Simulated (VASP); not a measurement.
# KCl (Pm-3m) in VASP: notebook

The runs below take KCl through single point, relaxation of cell and atoms, with PBEsol.

Program: VASP 6.6.1. These are calculated values, not measurements. Logs are shortened: lines on timing, memory, paths and dates and some standing lists are left out, and cuts for length are marked.

## 1. The cell of the first run

It takes space group Pm-3m (No. 221, cubic). Conventional cell: a = 3.365 Å, b = 3.365 Å, c = 3.365 Å, α = 90.00°, β = 90.00°, γ = 90.00°. K (site symmetry m-3m) has 8 Cl at 2.91 Å and 6 K at 3.37 Å within 3.8 Å. Within 3.8 Å of Cl (site symmetry m-3m) lie 8 K at 2.91 Å and 6 Cl at 3.37 Å.

## 2. Single point, PBEsol

INCAR

```
ALGO = Normal ; EDIFF = 1E-6
ENCUT = 520 ; GGA = PS
ISIF = 2 ; ISMEAR = 0
LASPH = T ; LCHARG = F
LREAL = F ; LWAVE = F
NBANDS = 15 ; NELM = 80
PREC = Accurate ; SIGMA = 0.01
```

KPOINTS

```
k-points
0
Gamma
  8 8 8
```

POSCAR

```
KCl
1.0
    3.3653702326      0.0000000000      0.0000000000
    0.0000000000      3.3653702326      0.0000000000
    0.0000000000      0.0000000000      3.3653702326
K Cl
1 1
Direct
    0.0000000000      0.0000000000      0.0000000000
    0.5000000000      0.5000000000      0.5000000000
```

Potentials or basis: VASP PAW PBE potentials, release 64 (K_sv, Cl).

Started as:

```bash
> cat potpaw_PBE.64/K_sv/POTCAR potpaw_PBE.64/Cl/POTCAR > POTCAR
> mpirun -np 1 vasp_std > vasp.out
```

OUTCAR:

```text
EDIFF = 1E-6
   ENCUT = 520
   GGA = PS
   ISIF = 2
   ISMEAR = 0
   LASPH = T
   LREAL = F
   NELM = 80
   PREC = Accurate

 ion  position               nearest neighbor table
   1  0.000  0.000  0.000-   2 2.91   2 2.91   2 2.91   2 2.91   2 2.91   2 2.91   2 2.91   2 2.91

   2  0.500  0.500  0.500-   1 2.91   1 2.91   1 2.91   1 2.91   1 2.91   1 2.91   1 2.91   1 2.91

  LATTYP: Found a simple cubic cell.
 ALAT       =     3.3653702326

  Lattice vectors:

 A1 = (   3.3653702326,   0.0000000000,   0.0000000000)
 A2 = (   0.0000000000,   3.3653702326,   0.0000000000)
 A3 = (   0.0000000000,   0.0000000000,   3.3653702326)

Analysis of symmetry for initial positions (statically):
=====================================================================
 Subroutine PRICEL returns:
 Original cell was already a primitive cell.

 Routine SETGRP: Setting up the symmetry group for a
 simple cubic supercell.

 Subroutine GETGRP returns: Found 48 space group operations
 (whereof 48 operations were pure point group operations)
 out of a pool of 48 trial point group operations.

The static configuration has the point symmetry O_h .

Analysis of symmetry for dynamics (positions and initial velocities):
=====================================================================
 Subroutine PRICEL returns:
 Original cell was already a primitive cell.

 Routine SETGRP: Setting up the symmetry group for a
 simple cubic supercell.

 Subroutine GETGRP returns: Found 48 space group operations
 (whereof 48 operations were pure point group operations)
 out of a pool of 48 trial point group operations.

The dynamic configuration has the point symmetry O_h .

 Subroutine INISYM returns: Found 48 space group operations
 (whereof 48 operations are pure point group operations),
 and found     1 'primitive' translations

----------------------------------------------------------------------------------------

                                     Primitive cell

  volume of cell :      38.1152

  direct lattice vectors                    reciprocal lattice vectors
     3.365370233  0.000000000  0.000000000     0.297144127  0.000000000  0.000000000
     0.000000000  3.365370233  0.000000000     0.000000000  0.297144127  0.000000000
     0.000000000  0.000000000  3.365370233     0.000000000  0.000000000  0.297144127

  length of vectors
     3.365370233  3.365370233  3.365370233     0.297144127  0.297144127  0.297144127

  position of ions in fractional coordinates (direct lattice)
     0.000000000  0.000000000  0.000000000
     0.500000000  0.500000000  0.500000000

  ion indices of the primitive-cell ions
   primitive index   ion index
                 1           1
                 2           2

----------------------------------------------------------------------------------------

 KPOINTS: k-points

Automatic generation of k-mesh.
 Grid dimensions read from file:
 generate k-points for:    8    8    8

 Generating k-lattice:

  Cartesian coordinates                     Fractional coordinates (reciprocal lattice)
     0.037143016  0.000000000  0.000000000     0.125000000  0.000000000  0.000000000
     0.000000000  0.037143016  0.000000000     0.000000000  0.125000000  0.000000000
     0.000000000  0.000000000  0.037143016     0.000000000  0.000000000  0.125000000

  Length of vectors
     0.037143016  0.037143016  0.037143016

  Shift w.r.t. Gamma in fractional coordinates (k-lattice)
     0.000000000  0.000000000  0.000000000

 Subroutine IBZKPT returns following result:
 ===========================================

 Found     35 irreducible k-points:

 Following reciprocal coordinates:
            Coordinates               Weight
  0.000000  0.000000  0.000000      1.000000
  0.125000  0.000000  0.000000      6.000000
  0.250000  0.000000  0.000000      6.000000
  0.375000  0.000000  0.000000      6.000000
  0.500000  0.000000  0.000000      3.000000
  0.125000  0.125000  0.000000     12.000000
[... 16 lines left out ...]
  0.375000  0.375000  0.125000     24.000000
  0.500000  0.375000  0.125000     24.000000
 [... further k-points ...]
   k-points           NKPTS =     35   k-points in BZ     NKDIM =     35   number of bands    NBANDS=     15
   number of dos      NEDOS =    301   number of ions     NIONS =      2
   total plane-waves  NPLWV =  21952
   dimension x,y,z NGX =    28 NGY =   28 NGZ =   28
   dimension x,y,z NGXF=    56 NGYF=   56 NGZF=   56
   ions per type =               1   1
   NGX,Y,Z   is equivalent  to a cutoff of  13.83, 13.83, 13.83 a.u.
   NGXF,Y,Z  is equivalent  to a cutoff of  27.66, 27.66, 27.66 a.u.
 SYSTEM =  unknown system
   PREC   = accura    normal or accurate (medium, high low for compatibility)
   ISTART =      0    job   : 0-new  1-cont  2-samecut
   ICHARG =      2    charge: 1-file 2-atom 10-const
   ISPIN  =      1    spin polarized calculation?
   LNONCOLLINEAR =      F non collinear calculations
   LSORBIT =      F    spin-orbit coupling
   LASPH  =      T    aspherical Exc in radial PAW
   ENCUT  =  520.0 eV  38.22 Ry    6.18 a.u.   6.26  6.26  6.26*2*pi/ulx,y,z
   NELM   =     80;   NELMIN=  2; NELMDL= -5     # of ELM steps
   EDIFF  = 0.1E-05   stopping-criterion for ELM
   LREAL  =      F    real-space projection
   EDIFFG = 0.1E-04   stopping-criterion for IOM
   NSW    =      0    number of steps for IOM
   IBRION =     -1    ionic relax: 0-MD 1-quasi-New 2-CG
   NFREE  =      0    steps in history (QN), initial steepest desc. (CG)
   ISIF   =      2    stress and relaxation
   ISYM   =      2    0-nonsym 1-usesym 2-fastsym
   POTIM  = 0.5000    time-step for ionic-motion
   TEBEG  =    0.0;   TEEND  =   0.0 temperature during run
   PSTRESS=    0.0 pullay stress
   NELECT =      16.0000    total number of electrons
   NUPDOWN=      -1.0000    fix difference up-down
   EMIN   =  10.00;   EMAX   =-10.00  energy-range for DOS
   EFERMI =   0.00;   METHOD = LEGACY
   ISMEAR =     0;   SIGMA  =   0.01  broadening in eV -4-tet -1-fermi 0-gaus
   EFERMI_NEDOS =   21; number of points for ismear=-14 and -15
   IALGO  =     38    algorithm
   IMIX   =      4    mixing-type and parameters
     AMIX     =   0.40;   BMIX     =  1.00
     AMIX_MAG =   1.60;   BMIX_MAG =  1.00
  volume/ion in A,a.u.               =      19.06       128.61
  Fermi-wavevector in a.u.,A,eV,Ry     =   1.225788  2.316403 20.443513  1.502556
  Thomas-Fermi vector in A             =   2.360813
   LORBIT       =      0    0 simple, 1 ext, 2 COOP (PROOUT), +10 PAW based schemes
   GGA     = PS    functional components
   LHFCALC =     F    Hartree Fock is set to
   AEXX    =    0.0000 exact exchange contribution
   IVDW    =     0    specifies the selected vdW correction
   LEPSILON=     F    determine dielectric tensor
   LRPA    =     F    only Hartree local field effects (RPA)
 non-spin polarized calculation
 Gauss-broadening in eV      SIGMA  =   0.01
  energy-cutoff  :      520.00
  volume of cell :       38.12
 maximum number of plane-waves:      1064
 NGX is ok and might be reduce to    28
   NGX = 13   NGY = 13   NGZ = 13

 number of electron      16.0000002 magnetization

 Free energy of the ion-electron system (eV)
  ---------------------------------------------------
  ext. energy  EPLUGINS =         0.00000000
  ---------------------------------------------------
  free energy    TOTEN  =        -6.41148197 eV

  energy without entropy =       -6.41148197  energy(sigma->0) =       -6.41148197

 E-fermi :   1.7604     XC(G=0): -10.1641

 val. band max:        1.6296762431   @ k =   0.5000   0.5000   0.0000
 cond. band min:       7.2545691146   @ k =   0.0000   0.0000   0.0000
 fundamental gap:      5.6248928714
 Fermi energy:         1.7603657874

 k-point     1 :       0.0000    0.0000    0.0000
  band No.  band energies     occupation
      1     -25.9177      2.00000
      2     -11.9278      2.00000
      3      -9.2183      2.00000
      4      -9.2183      2.00000
      5      -9.2183      2.00000
      6       1.3879      2.00000
      7       1.3879      2.00000
      8       1.3879      2.00000
      9       7.2546      0.00000
     10       7.2546      0.00000
     11       8.4810      0.00000
     12      13.1041      0.00000
     13      13.1041      0.00000
     14      13.1041      0.00000
     15      16.7049      0.00000

 k-point     2 :       0.1250    0.0000    0.0000
  band No.  band energies     occupation
      1     -25.9024      2.00000
      2     -11.9958      2.00000
      3      -9.1991      2.00000
      4      -9.1991      2.00000
      5      -9.1760      2.00000
      6       0.8317      2.00000
      7       1.3530      2.00000
      8       1.3530      2.00000
      9       7.4322      0.00000
     10       7.8363      0.00000
     11       9.0285      0.00000
     12      13.0552      0.00000
     13      13.0552      0.00000
     14      13.2252      0.00000
     15      15.7970      0.00000

 k-point     3 :       0.2500    0.0000    0.0000
  band No.  band energies     occupation
      1     -25.8650      2.00000
      2     -12.1664      2.00000
      3      -9.1522      2.00000
      4      -9.1522      2.00000
      5      -9.0477      2.00000
      6      -0.2505      2.00000
      7       1.2658      2.00000
      8       1.2658      2.00000
      9       7.9515      0.00000
     10       9.1400      0.00000
     11      10.3190      0.00000
     12      13.0419      0.00000
     13      13.0419      0.00000
     14      13.5556      0.00000
     15      14.0424      0.00000
[... 343 lines left out ...]
 k-point    23 :       0.3750    0.3750    0.1250
  band No.  band energies     occupation
      1     -25.7374      2.00000
      2     -11.6365      2.00000
      3      -9.8474      2.00000
      4      -9.4577      2.00000
      5      -9.1399      2.00000
      6      -0.3965      2.00000
      7      -0.1480      2.00000
      8       1.0793      2.00000
      9       8.6567      0.00000
     10      10.0769      0.00000
     11      10.7963      0.00000
     12      11.2929      0.00000
     13      13.3916      0.00000
     14      14.3923      0.00000
     15      16.2710      0.00000

 k-point    24 :       0.5000    0.3750    0.1250
  band No.  band energies     occupation
      1     -25.7240      2.00000
      2     -11.4996      2.00000
      3      -9.8354      2.00000
      4      -9.7059      2.00000
      5      -9.1266      2.00000
      6      -0.4568      2.00000
      7      -0.1648      2.00000
      8       1.1157      2.00000
      9       8.3859      0.00000
     10       9.9259      0.00000
     11      10.7433      0.00000
     12      11.0262      0.00000
     13      14.0451      0.00000
     14      15.4376      0.00000
     15      15.9342      0.00000

 [... further k-points ...]

------------------------ aborting loop because EDIFF is reached ----------------------------------------

  FORCE on cell =-STRESS in cart. coord.  units (eV):
  Direction    XX          YY          ZZ          XY          YZ          ZX
  --------------------------------------------------------------------------------------
  -------------------------------------------------------------------------------------
  Total        3.6539472      3.6539472      3.6539472      0.0000000      0.0000000      0.0000000
  in kB      153.5940204    153.5940204    153.5940204      0.0000000      0.0000000      0.0000000
  external PRESSURE =     153.5940204 kB  Pullay stress =       0.0000000 kB

 VOLUME and BASIS-vectors are now :
 -----------------------------------------------------------------------------
  energy-cutoff  :      520.00
  volume of cell :       38.12
      direct lattice vectors                 reciprocal lattice vectors
     3.365370233  0.000000000  0.000000000     0.297144127  0.000000000  0.000000000
     0.000000000  3.365370233  0.000000000     0.000000000  0.297144127  0.000000000
     0.000000000  0.000000000  3.365370233     0.000000000  0.000000000  0.297144127

 POSITION                                       TOTAL-FORCE (eV/Angst)
 -----------------------------------------------------------------------------------
      0.00000      0.00000      0.00000         0.000000      0.000000      0.000000
      1.68269      1.68269      1.68269         0.000000      0.000000      0.000000
 -----------------------------------------------------------------------------------
    total drift:                               -0.000000      0.000000      0.000000

  FREE ENERGIE OF THE ION-ELECTRON SYSTEM (eV)
  ---------------------------------------------------
  free  energy   TOTEN  =        -6.4114819663 eV

  energy  without entropy=       -6.4114819663  energy(sigma->0) =       -6.41148197
```

It took 23 s on 1 thread of Intel Xeon 8259CL, shared host; peak memory 0.16 GiB.

What came out:

| Quantity | Value |
| --- | --- |
| Free energy | -6.4115 eV |
| Pressure | 15.4 GPa |
| Band gap on the k mesh | 5.62 eV (least direct gap 5.87 eV) |

Caveat: the cell stands under pressure; the PAW data sets were made with another functional, which shifts forces and pressure a little. A k mesh can miss the band edges.

## 3. Relaxation of cell and atoms, PBEsol, target pressure 15 GPa, at which the enthalpy is minimised

INCAR

```
SYSTEM = KCl
PREC     = Accurate       ! precision mode
ENCUT    = 600            ! plane-wave cutoff, eV
EDIFF    = 1E-6           ! SCF threshold, eV
ISMEAR   = 0              ! smearing method
SIGMA    = 0.01           ! smearing width, eV
LREAL    = .FALSE.        ! projectors in reciprocal space
LASPH    = .TRUE.         ! aspherical terms in the spheres
NELM     = 80             ! most SCF steps
ALGO     = Normal         ! electronic algorithm
ISIF     = 3              ! what is computed and relaxed
LWAVE    = .FALSE.        ! write WAVECAR
LCHARG   = .FALSE.        ! write CHGCAR
GGA      = PS             ! functional
IBRION   = 2              ! ionic algorithm
NSW      = 80             ! ionic steps
EDIFFG   = -0.001         ! ionic threshold
PSTRESS  = 150.0
```

KPOINTS

```
Automatic mesh
0
G
  8 8 8
  0 0 0
```

POSCAR is that of step 2.

Potentials or basis: VASP PAW PBE potentials, release 64 (K_sv, Cl).

Started as:

```bash
> cat potpaw_PBE.64/K_sv/POTCAR potpaw_PBE.64/Cl/POTCAR > POTCAR
> mpirun -np 1 vasp_std > vasp.out
```

It took 2.2 min on 1 thread of Intel Xeon 8259CL, shared host; peak memory 0.17 GiB.

Results (log left out):

```
Free energy                                                : -6.4292 eV
Relaxed volume                                             : 19.15 Å³/atom
Relaxed cell                                               : a = 3.371 Å, b = 3.371 Å, c = 3.371 Å, α = 90.00°, β = 90.00°, γ = 90.00°
Space group after relaxing (to 0.1 Å)                      : Pm-3m (No. 221)
Energy change on relaxing (the run minimises the enthalpy) : -8.8 meV/atom
Ionic steps                                                : 14
Pressure after relaxing                                    : 15.0 GPa
Band gap on the k mesh                                     : 5.64 eV (least direct gap 5.88 eV)
```

The path:
```tsv
step	energy change (eV)	largest force (eV/Å)	pressure (GPa)	volume (Å³)
1	0.0000	0.0000	15.41	38.12
2	-0.0256	0.0000	14.78	38.39
3	-0.0168	0.0000	15.01	38.29
4	-0.0172	0.0000	15.04	38.30
5	-0.0214	0.0000	14.94	38.34
6	-0.0189	0.0000	14.96	38.31
7	-0.0180	0.0000	14.97	38.31
8	-0.0177	0.0000	14.95	38.30
9	-0.0146	0.0000	15.06	38.27
10	-0.0163	0.0000	15.04	38.29
11	-0.0168	0.0000	15.01	38.29
12	-0.0171	0.0000	15.03	38.30
13	-0.0174	0.0000	15.02	38.30
14	-0.0175	0.0000	15.01	38.30
```

Final structure:
```
K Cl
1.0
     3.37080    0.00000    0.00000
     0.00000    3.37080    0.00000
     0.00000    0.00000    3.37080
K Cl
1 1
Cartesian
  0.0000 0.0000 0.0000
  1.6854 1.6854 1.6854
```

Levels at points of the mesh, in eV from the valence-band top:
| k point | band 4 | band 5 | band 6 | band 7 | band 8 | band 9 | band 10 | band 11 | band 12 |
| --- | --- | --- | --- | --- | --- | --- | --- | --- | --- |
| (0.00, 0.00, 0.00) | -10.85 | -10.85 | -0.24 | -0.24 | -0.24 | 5.64 | 5.64 | 6.81 | 11.47 |
| (0.50, 0.00, 0.00) | -10.72 | -10.44 | -3.10 | -0.49 | -0.49 | 7.69 | 9.75 | 9.85 | 10.39 |
| (0.50, 0.50, 0.00) | -11.61 | -10.63 | -1.82 | -1.82 | 0.00 | 6.02 | 7.51 | 8.90 | 8.90 |
| (0.50, 0.50, 0.50) | -11.35 | -11.35 | -2.62 | -2.62 | -2.62 | 9.99 | 9.99 | 9.99 | 11.72 |

Caveat: the cell is relaxed towards a set pressure, so the run minimises the enthalpy, not the energy; the PAW data sets were made with another functional, which shifts forces and pressure a little.
